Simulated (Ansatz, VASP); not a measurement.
# Cd3TeSe2 in VASP and in Ansatz

```
Cd Te Se
1.0
     7.00373    0.00000    0.00000
    -3.50187    6.06541    0.00000
     0.00000    0.00000    3.85264
Cd Te Se
3 1 2
Cartesian
  1.7509 3.0327 2.0496
  3.5019 0.0000 2.0496
  -1.7509 3.0327 2.0496
  0.0000 0.0000 2.0541
  3.5019 2.0218 3.9768
  0.0000 4.0436 3.9768
```

Change from the starting cell: species swapped into the ErCo3Ge2 type (P6mm, No. 183).

Alike in both runs: functional PBE; k mesh 3 × 3 × 4; occupations gaussian, width 0.1 eV; no spin polarisation.

Ansatz relaxed the structure, and its values are those at the end. VASP's run is a single point on that final structure, the one shown.

```csv
,VASP,Ansatz
version,VASP 6.6.1,Ansatz 0.2.0
potentials or method,"VASP PAW PBE potentials, release 64 (Cd, Te, Se), cutoff 520 eV","scalar-relativistic, plane waves, PAW"
valence electrons in the cell,54,108
```

```tsv
	VASP	Ansatz	Ansatz less VASP
gap on the k mesh at the Fermi level (eV)	none	none	-
pressure (GPa)	0.5	0.2	-0.26
```

A gap of «none» marks a metal or a gap that the smearing closes. With one functional, cell and mesh, what is left measures potentials, basis and numerics. VASP's potentials hold 54 valence electrons a cell and Ansatz's 108, so a difference there can come from the potentials and not from the codes.

The k mesh is coarse, so the values compare programs but aren't converged. Spin-orbit coupling is off throughout.
